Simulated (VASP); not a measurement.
A run of VASP 6.6.1 is set up as follows.

File POSCAR:

```
ScAlN2
1.0
    3.0446085499      0.0000000000      0.0000000000
    0.0000000000      3.0446085499      0.0000000000
    0.0000000000      0.0000000000      4.3189807773
Sc N Al
1 2 1
Direct
    0.0000000000      0.0000000000      0.0000000000
    0.0000000000      0.0000000000      0.5000000000
    0.5000000000      0.5000000000      0.0000000000
    0.5000000000      0.5000000000      0.5000000000
```

File INCAR.step1:

```
ALGO = Normal
EDIFF = 1E-5
ENCUT = 660
GGA = PE
GGA_COMPAT = F
ISMEAR = 0
LASPH = T
LCHARG = F
LREAL = F
LWAVE = T
NBANDS = 20
NELM = 120
PREC = Accurate
SIGMA = 0.01
```

File INCAR.step2:

```
ALGO = Normal
EDIFF = 1E-6
ENCUT = 660
GGA_COMPAT = F
ISIF = 2
ISMEAR = 0
ISTART = 1
LASPH = T
LCHARG = F
LMIXTAU = T
LREAL = F
LWAVE = F
METAGGA = R2SCAN
NBANDS = 20
NELM = 120
PREC = Accurate
SIGMA = 0.01
```

The input KPOINTS:

```
k-points
0
Gamma
  4 4 4
```

Potentials or basis: VASP PAW PBE potentials, release 64 (Sc_sv, N, Al).

Launch:

```sh
$ cat potpaw_PBE.64/Sc_sv/POTCAR potpaw_PBE.64/N/POTCAR potpaw_PBE.64/Al/POTCAR > POTCAR
$ cp INCAR.step1 INCAR
$ mpirun -np 1 vasp_std > vasp.out
$ cp INCAR.step2 INCAR
$ mpirun -np 1 vasp_std > vasp.out
```

Question: Predict the pressure.

Answer: 1.4 GPa.

Question: Predict the band gap on the k mesh.

Answer: 1.10 eV.

Stress tensor (GPa, compression positive):
```
1.78 0.00 0.00
0.00 1.78 0.00
0.00 0.00 0.57
```

Caveat: the k points lie up to 0.52 Å⁻¹ apart; the PAW data sets were made with another functional, which shifts forces and pressure a little. A k mesh can miss the band edges.
